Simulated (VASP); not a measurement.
A run of VASP 6.6.1 is set up as follows.

The input INCAR:

```
PREC = Accurate
ENCUT = 520
EDIFF = 1E-7
ISMEAR = 0
SIGMA = 0.1
LREAL = False
LASPH = True
NELM = 80
ALGO = Normal
ISIF = 2
LWAVE = False
LCHARG = True
GGA = PE
LELF = True
LVHAR = True
NBANDS = 31
```

File KPOINTS:

```
Automatic mesh
0
Gamma
  8 6 10
```

Contents of POSCAR:

```
PtSe2
1.0
    5.4910385545      0.0000000000      0.0000000000
    0.0000000000      5.9728685111      0.0000000000
    0.0000000000      0.0000000000      3.9119999054
Pt Se
2 4
Direct
    0.5000000000      0.5000000000      0.5000000000
    0.0000000000      0.0000000000      0.0000000000
    0.2667627120      0.8768522324      0.5000000000
    0.7667627120      0.6231477676      0.0000000000
    0.7332372880      0.1231477676      0.5000000000
    0.2332372880      0.3768522324      0.0000000000
```

Potentials or basis: VASP PAW PBE potentials, release 64 (Pt, Se).

Command:

```sh
$ cat potpaw_PBE.64/Pt/POTCAR potpaw_PBE.64/Se/POTCAR > POTCAR
$ mpirun -np 1 vasp_std > vasp.out
```

Task: What does it give for the pressure?

Result: 0.0 GPa.

Task: What does it give for the largest force?

Result: 0.007 eV/Å.

Task: Predict the band gap on the k mesh.

Result: Zero (bands 22 and 23 overlap by 0.73 eV).

Stress tensor (GPa, compression positive):
```
-0.08  0.00  0.00
 0.00  0.03  0.00
 0.00  0.00 -0.04
```

Caveat: spin-orbit coupling is left out, which moves the levels of the heavy elements.
